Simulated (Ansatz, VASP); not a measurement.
## One calculation of AlNi, two programs

```xyz
2
Lattice="2.0567 -2.0567 0.0000 2.0567 2.0567 0.0000 0.0000 0.0000 2.8694" Properties=species:S:1:pos:R:3 pbc="T T T"
Al    0.0000    0.0000    0.0000
Ni    2.0567    0.0000    1.4347
```

Change from the starting cell: strain +0.0175 x Voigt [1, 1, 0, 0, 0, 0], atoms carried along.

Alike in both runs: task single point; functional PBEsol; k mesh 20 × 20 × 20; occupations gaussian, width 0.15 eV; no spin polarisation.

|  | VASP | Ansatz |
| --- | --- | --- |
| version | VASP 6.6.1 | Ansatz 0.2.0 |
| potentials or method | VASP PAW PBE potentials, release 64 (Al, Ni), cutoff 520 eV | scalar-relativistic, plane waves, PAW |
| valence electrons in the cell | 13 | 21 |

```csv
,VASP,Ansatz,Ansatz less VASP
gap on the k mesh at the Fermi level (eV),none,none,-
pressure (GPa),-5.7,-5.5,+0.14
"traceless stress, the component that is largest in VASP (GPa)",0.68,0.66,-0.020
```

VASP's potentials were made for PBE, not for PBEsol. A gap of «none» marks a metal or a gap that the smearing closes. VASP's potentials hold 13 valence electrons a cell and Ansatz's 21, so a difference there can come from the potentials and not from the codes. Ansatz's warnings: near symmetry operations not taken.
